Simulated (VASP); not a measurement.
# Co (P6_3/mmc) in VASP: notebook

The runs below take Co through single point, with PBEsol.

Everything below comes from runs of VASP 6.6.1. Logs are shortened: lines on timing, memory, paths and dates and some standing lists are left out, and cuts for length are marked.

## Step 1: The cell of the first run

The structure is hexagonal, space group P6_3/mmc (No. 194). Conventional cell: a = 2.472 Å, b = 2.472 Å, c = 4.021 Å, α = 90.00°, β = 90.00°, γ = 120.00°. Co (site symmetry -6m2) has 12 Co at 2.47 Å within 3.3 Å.

## Step 2: Single point, PBEsol, collinear spin, ferromagnetic start

INCAR

```
PREC = Accurate ; ENCUT = 520
EDIFF = 1E-7 ; ISMEAR = -1
SIGMA = 0.05 ; LREAL = False
LASPH = True ; NELM = 150
ALGO = Normal ; ISIF = 2
LWAVE = False ; LCHARG = False
ISPIN = 2 ; MAGMOM = 4 4
LORBIT = 11 ; NUPDOWN = 8.0
LMAXMIX = 4 ; GGA = PS
NBANDS = 20
```

KPOINTS

```
regular mesh
0
Gamma
  10 10 6
```

POSCAR

```
Co
1.0
    2.4719999032      0.0000000000      0.0000000000
   -1.2359999516      2.1408147143      0.0000000000
    0.0000000000      0.0000000000      4.0211440800
Co
2
Direct
    0.6666666667      0.3333333333      0.7500000000
    0.3333333333      0.6666666667      0.2500000000
```

Potentials or basis: VASP PAW PBE potentials, release 64 (Co).

Run with:

```sh
$ cat potpaw_PBE.64/Co/POTCAR > POTCAR
$ mpirun -np 1 vasp_std > vasp.out
```

OUTCAR:

```text
PREC = Accurate
   ENCUT = 520
   EDIFF = 1E-7
   ISMEAR = -1
   LREAL = False
   LASPH = True
   NELM = 150
   ISIF = 2
   ISPIN = 2
   LORBIT = 11
   NUPDOWN = 8.0
   GGA = PS

 ion  position               nearest neighbor table
   1  0.667  0.333  0.750-   2 2.47   2 2.47   2 2.47   2 2.47   2 2.47   2 2.47
   2  0.333  0.667  0.250-   1 2.47   1 2.47   1 2.47   1 2.47   1 2.47   1 2.47

  LATTYP: Found a hexagonal cell.
 ALAT       =     2.4719999032
 C/A-ratio  =     1.6266764715

  Lattice vectors:

 A1 = (   2.4719999032,   0.0000000000,   0.0000000000)
 A2 = (  -1.2359999516,   2.1408147143,   0.0000000000)
 A3 = (   0.0000000000,   0.0000000000,   4.0211440800)

Analysis of symmetry for initial positions (statically):
=====================================================================
 Subroutine PRICEL returns:
 Original cell was already a primitive cell.

 Routine SETGRP: Setting up the symmetry group for a
 hexagonal supercell.

 Subroutine GETGRP returns: Found 24 space group operations
 (whereof 12 operations were pure point group operations)
 out of a pool of 24 trial point group operations.

The static configuration has the point symmetry D_3d.
 The point group associated with its full space group is D_6h.

Analysis of symmetry for dynamics (positions and initial velocities):
=====================================================================
 Subroutine PRICEL returns:
 Original cell was already a primitive cell.

 Routine SETGRP: Setting up the symmetry group for a
 hexagonal supercell.

 Subroutine GETGRP returns: Found 24 space group operations
 (whereof 12 operations were pure point group operations)
 out of a pool of 24 trial point group operations.

The dynamic configuration has the point symmetry D_3d.
 The point group associated with its full space group is D_6h.

Analysis of structural, dynamic, and magnetic symmetry:
=====================================================================
 Subroutine PRICEL returns:
 Original cell was already a primitive cell.

 Routine SETGRP: Setting up the symmetry group for a
 hexagonal supercell.

 Subroutine GETGRP returns: Found 24 space group operations
 (whereof 12 operations were pure point group operations)
 out of a pool of 24 trial point group operations.

The overall configuration has the point symmetry D_3d.
 The point group associated with its full space group is D_6h.

 Subroutine INISYM returns: Found 24 space group operations
 (whereof 12 operations are pure point group operations),
 and found     1 'primitive' translations

----------------------------------------------------------------------------------------

                                     Primitive cell

  volume of cell :      21.2803

  direct lattice vectors                    reciprocal lattice vectors
     2.471999903  0.000000000  0.000000000     0.404530760  0.233555943  0.000000000
    -1.235999952  2.140814714  0.000000000     0.000000000  0.467111887  0.000000000
     0.000000000  0.000000000  4.021144080     0.000000000  0.000000000  0.248685444

  length of vectors
     2.471999903  2.471999903  4.021144080     0.467111887  0.467111887  0.248685444

  position of ions in fractional coordinates (direct lattice)
     0.666666667  0.333333333  0.750000000
     0.333333333  0.666666667  0.250000000

  ion indices of the primitive-cell ions
   primitive index   ion index
                 1           1
                 2           2

----------------------------------------------------------------------------------------

 KPOINTS: regular mesh

Automatic generation of k-mesh.
 Grid dimensions read from file:
 generate k-points for:   10   10    6

 Generating k-lattice:

  Cartesian coordinates                     Fractional coordinates (reciprocal lattice)
     0.040453076  0.023355594  0.000000000     0.100000000 -0.000000000  0.000000000
     0.000000000  0.046711189  0.000000000     0.000000000  0.100000000  0.000000000
     0.000000000  0.000000000  0.041447574     0.000000000  0.000000000  0.166666667

  Length of vectors
     0.046711189  0.046711189  0.041447574

  Shift w.r.t. Gamma in fractional coordinates (k-lattice)
     0.000000000  0.000000000  0.000000000

 Subroutine IBZKPT returns following result:
 ===========================================

 Found     56 irreducible k-points:

 Following reciprocal coordinates:
            Coordinates               Weight
  0.000000  0.000000  0.000000      1.000000
  0.100000  0.000000  0.000000      6.000000
  0.200000  0.000000  0.000000      6.000000
  0.300000  0.000000  0.000000      6.000000
  0.400000  0.000000  0.000000      6.000000
  0.500000  0.000000  0.000000      3.000000
[... 16 lines left out ...]
  0.300000  0.100000  0.166667     24.000000
  0.400000  0.100000  0.166667     24.000000
 [... further k-points ...]
   k-points           NKPTS =     56   k-points in BZ     NKDIM =     56   number of bands    NBANDS=     20
   number of dos      NEDOS =    301   number of ions     NIONS =      2
   total plane-waves  NPLWV =   9720
   dimension x,y,z NGX =    18 NGY =   18 NGZ =   30
   dimension x,y,z NGXF=    36 NGYF=   36 NGZF=   60
   ions per type =               2
   NGX,Y,Z   is equivalent  to a cutoff of  12.11, 12.11, 12.40 a.u.
   NGXF,Y,Z  is equivalent  to a cutoff of  24.21, 24.21, 24.81 a.u.
 SYSTEM =  unknown system
   PREC   = accura    normal or accurate (medium, high low for compatibility)
   ISTART =      0    job   : 0-new  1-cont  2-samecut
   ICHARG =      2    charge: 1-file 2-atom 10-const
   ISPIN  =      2    spin polarized calculation?
   LNONCOLLINEAR =      F non collinear calculations
   LSORBIT =      F    spin-orbit coupling
   LASPH  =      T    aspherical Exc in radial PAW
   ENCUT  =  520.0 eV  38.22 Ry    6.18 a.u.   4.60  4.60  7.48*2*pi/ulx,y,z
   NELM   =    150;   NELMIN=  2; NELMDL= -5     # of ELM steps
   EDIFF  = 0.1E-06   stopping-criterion for ELM
   LREAL  =      F    real-space projection
   EDIFFG = 0.1E-05   stopping-criterion for IOM
   NSW    =      0    number of steps for IOM
   IBRION =     -1    ionic relax: 0-MD 1-quasi-New 2-CG
   NFREE  =      0    steps in history (QN), initial steepest desc. (CG)
   ISIF   =      2    stress and relaxation
   ISYM   =      2    0-nonsym 1-usesym 2-fastsym
   POTIM  = 0.5000    time-step for ionic-motion
   TEBEG  =    0.0;   TEEND  =   0.0 temperature during run
   PSTRESS=    0.0 pullay stress
   NELECT =      18.0000    total number of electrons
   NUPDOWN=       8.0000    fix difference up-down
   EMIN   =  10.00;   EMAX   =-10.00  energy-range for DOS
   EFERMI =   0.00;   METHOD = LEGACY
   ISMEAR =    -1;   SIGMA  =   0.05  broadening in eV -4-tet -1-fermi 0-gaus
   EFERMI_NEDOS =   21; number of points for ismear=-14 and -15
   IALGO  =     38    algorithm
   IMIX   =      4    mixing-type and parameters
     AMIX     =   0.40;   BMIX     =  1.00
     AMIX_MAG =   1.60;   BMIX_MAG =  1.00
  volume/ion in A,a.u.               =      10.64        71.80
  Fermi-wavevector in a.u.,A,eV,Ry     =   1.548246  2.925761 32.614055  2.397065
  Thomas-Fermi vector in A             =   2.653224
   LORBIT       =     11    0 simple, 1 ext, 2 COOP (PROOUT), +10 PAW based schemes
   GGA     = PS    functional components
   LHFCALC =     F    Hartree Fock is set to
   AEXX    =    0.0000 exact exchange contribution
   IVDW    =     0    specifies the selected vdW correction
   LEPSILON=     F    determine dielectric tensor
   LRPA    =     F    only Hartree local field effects (RPA)
 spin polarized calculation
  energy-cutoff  :      520.00
  volume of cell :       21.28
 maximum number of plane-waves:       585
   NGX =  9   NGY =  9   NGZ = 15

 number of electron      17.9999990 magnetization       7.9999996

 Free energy of the ion-electron system (eV)
  ---------------------------------------------------
  ext. energy  EPLUGINS =         0.00000000
  ---------------------------------------------------
  free energy    TOTEN  =        -3.09641419 eV

  energy without entropy =       -3.07251036  energy(sigma->0) =       -3.08446227

 E-fermi :   9.1264     XC(G=0): -13.7511

 val. band max:       19.0762645862   @ k =   0.4000   0.2000   0.1667
 cond. band min:       9.1266201772   @ k =   0.0000   0.0000   0.0000
 fundamental gap:     -9.9496444090
 Fermi energy:        19.1419380688

 spin component 1

 k-point     1 :       0.0000    0.0000    0.0000
  band No.  band energies     occupation
      1       0.4438      1.00000
      2       3.6123      1.00000
      3       5.7567      1.00000
      4       5.7567      1.00000
      5       5.7935      1.00000
      6       6.0353      1.00000
[... 12 lines left out ...]
     19      35.5780      0.00000
     20      35.5780      0.00000
[... 507 lines left out ...]
 k-point    24 :       0.4000    0.1000    0.1667
  band No.  band energies     occupation
      1       3.7801      1.00000
      2       4.0410      1.00000
      3       4.6302      1.00000
      4       5.1433      1.00000
      5       5.6282      1.00000
      6       6.3081      1.00000
[... 12 lines left out ...]
     19      33.9198      0.00000
     20      34.1580      0.00000

 [... further k-points ...]

 spin component 2

 k-point     1 :       0.0000    0.0000    0.0000
  band No.  band energies     occupation
      1       2.3578      1.00000
      2       6.3349      1.00000
      3       9.0342      0.86341
      4       9.1266      0.49876
      5       9.1266      0.49876
      6       9.4481      0.00160
[... 12 lines left out ...]
     19      37.8145      0.00000
     20      37.8145      0.00000
[... 507 lines left out ...]
 k-point    24 :       0.4000    0.1000    0.1667
  band No.  band energies     occupation
      1       6.6368      1.00000
      2       7.0553      1.00000
      3       7.6223      1.00000
      4       8.1780      1.00000
      5       9.0098      0.91140
      6       9.5757      0.00013
[... 12 lines left out ...]
     19      35.9346      0.00000
     20      36.4361      0.00000

 [... further k-points ...]
[... 5 lines left out ...]
  --------------------------------------------------------------------------------------
  -------------------------------------------------------------------------------------
  Total       13.9753439     13.9753439     15.4066257     -0.0000000      0.0000000      0.0000000
  in kB     1052.1942439   1052.1942439   1159.9544853     -0.0000000      0.0000000      0.0000000
  external PRESSURE =    1088.1143244 kB  Pullay stress =       0.0000000 kB

 VOLUME and BASIS-vectors are now :
 -----------------------------------------------------------------------------
  energy-cutoff  :      520.00
  volume of cell :       21.28
      direct lattice vectors                 reciprocal lattice vectors
     2.471999903  0.000000000  0.000000000     0.404530760  0.233555943  0.000000000
    -1.235999952  2.140814714  0.000000000     0.000000000  0.467111887  0.000000000
     0.000000000  0.000000000  4.021144080     0.000000000  0.000000000  0.248685444

 POSITION                                       TOTAL-FORCE (eV/Angst)
 -----------------------------------------------------------------------------------
      1.23600      0.71360      3.01586         0.000000     -0.000000      0.000000
     -0.00000      1.42721      1.00529        -0.000000      0.000000      0.000000
 -----------------------------------------------------------------------------------
    total drift:                                0.000000     -0.000000     -0.000000

  FREE ENERGIE OF THE ION-ELECTRON SYSTEM (eV)
  ---------------------------------------------------
  free  energy   TOTEN  =        -3.0964141918 eV

  energy  without entropy=       -3.0725103574  energy(sigma->0) =       -3.08446227

 total charge

# of ion       s       p       d       tot
------------------------------------------
    1        0.626   0.794   6.801   8.221
    2        0.626   0.794   6.801   8.221
--------------------------------------------------
tot          1.252   1.588  13.601  16.441

 magnetization (x)

# of ion       s       p       d       tot
------------------------------------------
    1        0.179   0.436   3.136   3.750
    2        0.179   0.436   3.136   3.750
--------------------------------------------------
tot          0.358   0.872   6.272   7.501
```

Wall time 71 s (1 thread of Intel Xeon 8259CL, shared host); peak memory 0.16 GiB.

What came out:

- Free energy: -3.0964 eV
- Pressure: 108.8 GPa
- Net moment: 8.00 μB per cell
- Site moments: Co +3.75 μB
- Valence electrons inside the program's atomic spheres: Co 8.22

Stress tensor (GPa, compression positive):
```
105.22   0.00   0.00
  0.00 105.22   0.00
  0.00   0.00 116.00
```

Caveat: the cell stands under pressure; the PAW data sets were made with another functional, which shifts forces and pressure a little; the total moment is fixed, so each spin has its own Fermi level.

(Continued in part 2 of 2.)
